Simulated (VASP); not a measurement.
TiAl: single point with PBEsol

The system is TiAl.

```
Ti Al
1.0
     2.84755    0.00000    0.00000
    -1.42377    2.46605    0.00000
     0.00000    0.00000    4.61919
Ti Al
1 1
Direct
  0.00000 0.00000 0.00000
  0.33333 0.66667 0.50000
```

```yaml
Program: VASP 6.6.1
Task: single point
Functional: PBEsol
Potentials_or_basis: VASP PAW PBE potentials, release 64 (Ti_sv, Al)
Cutoff: 520 eV
k_mesh: 21 × 21 × 12
Occupations: gaussian, width 0.15 eV
Spin: collinear spin, ferromagnetic start
Starting_moments: "[0.625, 0.0] μB"
Fixed_moment: 0.625 μB
```

```yaml
Pressure: 0.3 GPa
Net_moment: 0.62 μB per cell
Site_moments: Ti +0.38; Al +0.01 μB
Valence_electrons_inside_the_program's_atomic_spheres: Ti 10.29; Al 0.81
```

Stress tensor (GPa, compression positive):
```
 0.92  0.00  0.00
 0.00  0.92  0.00
 0.00  0.00 -0.92
```

Wall time 3.2 min on 1 thread of Intel(R) Xeon(R) 6975P-C (Granite Rapids) (shared host), peak memory 0.39 GiB.

Caveat: the PAW data sets were made with another functional, which shifts forces and pressure a little; the total moment is fixed, so each spin has its own Fermi level.
